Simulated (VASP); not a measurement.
Here is a VASP 6.6.1 calculation.

Contents of INCAR:

```
  ALGO = Normal
  EDIFF = 1E-6
  ENCUT = 500
  GGA = CA
  GGA_COMPAT = F
  ISIF = 2
  ISMEAR = 0
  LASPH = T
  LCHARG = F
  LREAL = F
  LWAVE = F
  NBANDS = 15
  NELM = 120
  PREC = Accurate
  SIGMA = 0.01
```

The input KPOINTS:

```
k-points
0
Gamma
  6 6 6
```

POSCAR

```
RbCl
1.0
    0.0159427095      3.1965132579      3.1965132579
    3.1965132579      0.0159427095      3.1965132579
    3.1965132579      3.1965132579      0.0159427095
Rb Cl
1 1
Direct
    0.0000000000      0.0000000000      0.0000000000
    0.5000000000      0.5000000000      0.5000000000
```

Potentials or basis: VASP PAW LDA potentials, release 64 (Rb_sv, Cl).

Command:

```bash
$ cat potpaw_LDA.64/Rb_sv/POTCAR potpaw_LDA.64/Cl/POTCAR > POTCAR
$ mpirun -np 1 vasp_std > vasp.out
```

**Question.** Predict the pressure.

**Answer.** 0.0 GPa.

**Question.** Estimate the band gap on the k mesh.

**Answer.** 4.85 eV, direct.

Caveat: the cell differs from its parent crystal (equal xy, yz and zx engineering shears of +0.5 %).
